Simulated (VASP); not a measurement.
## Nb2C3: single point with PBE

The system is Nb2C3.

```
Nb C
1.0
     2.71874   -1.62841    0.00000
     2.71874    1.62841    0.00000
    -1.95141    0.00000    5.78350
Nb C
2 3
Direct
  0.42931 0.42931 0.71823
  0.56725 0.56725 0.28175
  0.00038 0.00038 0.49915
  0.51245 0.99398 0.99947
  0.99398 0.51245 0.99947
```

```json
{"Program": "VASP 6.6.1", "Task": "single point", "Functional": "PBE", "Potentials or basis": "VASP PAW PBE potentials, release 64 (Nb_sv, C)", "Cutoff": "520 eV", "k mesh": "6 × 6 × 4", "Occupations": "gaussian, width 0.1 eV", "Spin": "no spin polarisation", "Dipole correction": "no", "Further INCAR settings": "ALGO = Normal; EDIFF = 1e-07; NBANDS = 27"}
```

| Item | Value |
| --- | --- |
| Pressure | 3.6 GPa |
| Largest force | 0.528 eV/Å |
| Band gap on the k mesh | zero (bands 19 and 20 overlap by 1.75 eV) |

Forces in eV/Å, atoms in the order of the input:
```
Nb  -0.139  0.000  0.257
Nb   0.301  0.000 -0.434
C   -0.181  0.000  0.031
C    0.009  0.259  0.073
C    0.009 -0.259  0.073
```

Stress tensor (GPa, compression positive):
```
 9.62  0.00  1.90
 0.00 -3.28  0.00
 1.90  0.00  4.47
```

Levels at points of the mesh, in eV from the Fermi level:
| k point | band 15 | band 16 | band 17 | band 18 | band 19 | band 20 | band 21 | band 22 | band 23 | band 24 |
| --- | --- | --- | --- | --- | --- | --- | --- | --- | --- | --- |
| (0.00, 0.00, 0.00) | -3.67 | -3.25 | -2.46 | -2.23 | -1.62 | -0.49 | 0.24 | 1.03 | 1.36 | 2.31 |
| (0.50, 0.00, 0.00) | -4.33 | -4.12 | -3.20 | -2.35 | -0.22 | 1.93 | 2.48 | 2.72 | 3.14 | 3.38 |
| (0.50, 0.50, 0.00) | -5.54 | -4.48 | -2.59 | -1.98 | -0.50 | 2.13 | 2.50 | 2.78 | 2.80 | 3.77 |
| (0.00, 0.00, 0.50) | -3.59 | -3.34 | -2.54 | -2.43 | -1.58 | -0.61 | 0.76 | 1.48 | 1.95 | 2.97 |
| (0.50, 0.00, 0.50) | -4.42 | -4.12 | -1.93 | -0.86 | -0.57 | 1.84 | 2.10 | 2.37 | 2.70 | 3.55 |
| (0.50, 0.50, 0.50) | -4.35 | -4.21 | -3.71 | -2.87 | 0.44 | 2.53 | 2.57 | 2.83 | 2.88 | 3.49 |

Wall time 110 s on 1 thread of Intel Xeon 8259CL, on a shared host, peak memory 0.2 GiB.

Caveat: the k points lie up to 0.38 Å⁻¹ apart, too coarse for converged energies and pressures of a metal.
